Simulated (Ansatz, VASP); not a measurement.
**Two plane-wave programs on Sn**

The input POSCAR:

```
Sn
1.0
   -2.9482820713      2.9504023647      1.5888172584
    2.9504023647     -2.9482820713      1.5888172584
    2.9460530987      2.9460530987     -1.5849306448
Sn
2
Direct
    0.0000251473      0.9999748527      0.0000000000
    0.7499748527      0.2500251473      0.5000000000
```

Contents of INCAR.step1:

```
SYSTEM = Sn
PREC     = Accurate       ! precision mode
ENCUT    = 520            ! plane-wave cutoff, eV
ISMEAR   = -1             ! smearing method
SIGMA    = 0.1            ! smearing width, eV
LREAL    = .False.        ! projectors in reciprocal space
LASPH    = .True.         ! aspherical terms in the spheres
NELM     = 100            ! most SCF steps
NBANDS   = 21             ! bands
GGA      = PE             ! functional
ALGO     = Normal         ! electronic algorithm
EDIFF    = 1E-4           ! SCF threshold, eV
LWAVE    = .True.         ! write WAVECAR
LCHARG   = .False.        ! write CHGCAR
```

The input INCAR.step2:

```
SYSTEM = Sn
PREC     = Accurate       ! precision mode
ENCUT    = 520            ! plane-wave cutoff, eV
EDIFF    = 1E-6           ! SCF threshold, eV
ISMEAR   = -1             ! smearing method
SIGMA    = 0.1            ! smearing width, eV
LREAL    = .False.        ! projectors in reciprocal space
LASPH    = .True.         ! aspherical terms in the spheres
NELM     = 100            ! most SCF steps
ALGO     = Normal         ! electronic algorithm
ISIF     = 2              ! what is computed and relaxed
LWAVE    = .False.        ! write WAVECAR
LCHARG   = .False.        ! write CHGCAR
METAGGA  = R2SCAN         ! meta-GGA
LMIXTAU  = .True.       
NBANDS   = 21             ! bands
ISTART   = 1
```

KPOINTS

```
Automatic mesh
0
Gamma
  12 12 8
  0 0 0
```

Input for Ansatz:

```yaml
crystal:
  lattice:
    - [-2.9482820713, 2.9504023647, 1.5888172584]
    - [2.9504023647, -2.9482820713, 1.5888172584]
    - [2.9460530987, 2.9460530987, -1.5849306448]
  atoms:
    - { symbol: Sn, position: [2.51473e-05, 0.9999748527, 0.0] }
    - { symbol: Sn, position: [0.7499748527, 0.2500251473, 0.5] }
hamiltonian:
  xc: r2scan
  pseudopotentials:
    kind: paw
    azcp:
      Sn: "pseudopotentials/Sn.paw.azcp"
basis:
  ecutwfc: 500
  fft_grid_basis: typed
kpoints:
  mp_grid: { grid: [12, 12, 8], shift: [0, 0, 0] }
magnetization:
  spin_polarized: false
scf:
  occupations: { method: fermi_dirac, width: 0.1 }
  lower_state_search: "off"
output:
  stress: true
```

Alike in both runs: task single point; functional r2SCAN; k mesh 12 × 12 × 8; occupations fermi-dirac, width 0.1 eV; no spin polarisation.

|  | VASP | Ansatz |
| --- | --- | --- |
| version | VASP 6.6.1 | Ansatz 0.2.0 |
| potentials or method | VASP PAW PBE potentials, release 64 (Sn_d), cutoff 520 eV | plane waves (500 eV) with PAW, scalar-relativistic |
| valence electrons in the cell | 28 | 28 |

Ansatz gave:

- pressure (GPa): -0.1
- traceless stress, the component that is largest in VASP (GPa): 0.26

Problem. Estimate VASP's values.

Solution. Pressure (GPa): -0.1; traceless stress, the component that is largest in VASP (GPa): 0.25.

VASP's potentials were made for PBE, not for r2SCAN.
